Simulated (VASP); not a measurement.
**MgH2: relaxation of cell and atoms with PBE**

MgH2:

```
Mg H
1.0
     4.51327    0.00000    0.00000
     0.00000    4.51327    0.00000
     0.00000    0.00000    3.01461
Mg H
2 4
Direct
  0.50000 0.50000 0.50000
  0.00000 0.00000 0.00000
  0.69561 0.69561 0.00000
  0.80439 0.19561 0.50000
  0.30439 0.30439 0.00000
  0.19561 0.80439 0.50000
```

| Property | Result |
| --- | --- |
| Program | VASP 6.6.1 |
| Task | relaxation of cell and atoms |
| Functional | PBE |
| Potentials or basis | VASP PAW PBE potentials, release 64 (Mg, H) |
| Cutoff | 600 eV |
| k mesh | 6 × 6 × 8 |
| Occupations | gaussian, width 0.02 eV |
| Spin | no spin polarisation |
| Dipole correction | no |
| Further INCAR settings | ALGO = Normal; EDIFF = 1e-07; IBRION = 2; EDIFFG = -0.01; NSW = 100; ISIF = 3 |

```
Relaxed volume                         : 10.22 Å³/atom
Relaxed cell                           : a = 4.512 Å, b = 4.512 Å, c = 3.012 Å, α = 90.00°, β = 90.00°, γ = 90.00°
Space group after relaxing (to 0.05 Å) : P4_2/mnm (No. 136)
Energy gained by relaxing              : 0.0 meV/atom
Ionic steps                            : 2
Pressure after relaxing                : -0.1 GPa
Band gap on the k mesh                 : 3.80 eV, indirect (least direct gap 4.55 eV)
```

Stress tensor (GPa, compression positive):
```
-0.04  0.00  0.00
 0.00 -0.04  0.00
 0.00  0.00 -0.14
```

Final structure:
```
Mg H
1.0
     4.51189    0.00000    0.00000
     0.00000    4.51189    0.00000
     0.00000    0.00000    3.01204
Mg H
2 4
Cartesian
  2.2559 2.2559 1.5060
  4.5119 0.0000 0.0000
  3.1385 3.1385 0.0000
  3.6294 0.8825 1.5060
  1.3734 1.3734 0.0000
  0.8825 3.6294 1.5060
```

Levels at points of the mesh, in eV from the valence-band top:
```
           k point  band 2  band 3  band 4  band 5  band 6  band 7
(0.00, 0.00, 0.00)   -1.45   -1.45   -0.44    4.74    5.02    9.16
(0.50, 0.00, 0.00)   -4.82   -0.51   -0.51    5.34    5.34   10.07
(0.50, 0.50, 0.00)   -3.75   -2.73   -2.73    9.04    9.04    9.19
(0.00, 0.00, 0.50)   -3.01   -0.08   -0.08    6.31    6.31    6.81
(0.50, 0.00, 0.50)   -2.26   -1.07   -1.07    5.17    5.17    6.81
(0.50, 0.50, 0.50)   -1.88   -0.94   -0.94    3.86    3.86    4.19
```

Wall time 12 s on 1 thread of Intel(R) Xeon(R) 6975P-C (Granite Rapids), on a shared host, peak memory 0.19 GiB.

A k mesh can miss the band edges. PBE gaps usually lie below the measured ones, often by a third to a half.
